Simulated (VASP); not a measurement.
# CdF2: single point with r2SCAN

The system is CdF2.

```
Cd F
1.0
     0.00000    2.68258    2.68258
     2.68258    0.00000    2.68258
     2.68258    2.68258    0.00000
Cd F
1 2
Direct
  0.00000 0.00000 0.00000
  0.25000 0.25000 0.25000
  0.75000 0.75000 0.75000
```

```json
{
  "Program": "VASP 6.6.1",
  "Task": "single point",
  "Functional": "r2SCAN",
  "Potentials or basis": "VASP PAW PBE potentials, release 64 (Cd, F)",
  "Cutoff": "520 eV",
  "k mesh": "6 × 6 × 6",
  "Occupations": "gaussian, width 0.01 eV",
  "Spin": "no spin polarisation"
}
```

| Quantity | Value |
| --- | --- |
| Pressure | 2.6 GPa |
| Band gap on the k mesh | 3.82 eV (least direct gap 4.28 eV) |

Levels at points of the mesh, in eV from the valence-band top:
| k point | band 10 | band 11 | band 12 | band 13 | band 14 | band 15 | band 16 | band 17 |
| --- | --- | --- | --- | --- | --- | --- | --- | --- |
| (0.00, 0.00, 0.00) | -1.00 | -0.47 | -0.47 | -0.47 | 3.82 | 13.69 | 13.69 | 13.69 |
| (0.50, 0.00, 0.00) | -1.88 | -1.88 | -0.37 | -0.37 | 8.11 | 9.76 | 15.73 | 15.73 |
| (0.50, 0.50, 0.00) | -3.02 | -0.52 | -0.07 | -0.07 | 9.01 | 10.64 | 12.23 | 15.44 |

It took 30 s on 1 thread of Intel(R) Xeon(R) 6975P-C (Granite Rapids), on a shared host, peak memory 0.16 GiB.

Caveat: the PAW data sets were made with another functional, which shifts forces and pressure a little. A k mesh can miss the band edges.
